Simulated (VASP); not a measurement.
Wanted: the native input for a VASP 6.6.1 run.

```
Task                   : single point
Functional             : LDA
Potentials or basis    : VASP PAW LDA potentials, release 64 (Zr_sv, B)
Cutoff                 : 520 eV
k mesh                 : 16 × 16 × 16
Occupations            : gaussian, width 0.15 eV
Spin                   : no spin polarisation
Dipole correction      : no
Further INCAR settings : ALGO = Normal; EDIFF = 1e-06; NBANDS = 14
```

The structure of ZrB lies in POSCAR:

```
ZrB
1.0
    0.0000000000      2.4153850465      2.1496926914
    2.2463080932      0.0000000000      2.1496926914
    2.2463080932      2.4153850465      0.0000000000
Zr B
1 1
Direct
    0.0000000000      0.0000000000      0.0000000000
    0.5000000000      0.5000000000      0.5000000000
```

This cell differs from its parent crystal: normal strain along x -0.0700, normal strain along z -0.1100.

One way to write it, as run:

INCAR

```
SYSTEM = ZrB
PREC = Accurate
ENCUT = 520
EDIFF = 1E-6
ISMEAR = 0
SIGMA = 0.15
LREAL = .FALSE.
LASPH = .TRUE.
NELM = 100
ALGO = Normal
ISIF = 2
LWAVE = .FALSE.
LCHARG = .FALSE.
NBANDS = 14
```

KPOINTS

```
regular mesh
0
G
  16 16 16
  0 0 0
```

Potentials or basis: VASP PAW LDA potentials, release 64 (Zr_sv, B).

Launch:

```bash
$ cat potpaw_LDA.64/Zr_sv/POTCAR potpaw_LDA.64/B/POTCAR > POTCAR
$ mpirun -np 1 vasp_std > vasp.out
```

Results of the run:

```json
{"Pressure": "49.7 GPa"}
```

Caveat: the cell differs from its parent crystal (normal strain along x -0.0700, normal strain along z -0.1100).

Run time: 4.8 min on 1 thread of AMD EPYC 7R43 64-Core Processor (Zen 3), on a shared host, peak memory 0.27 GiB.
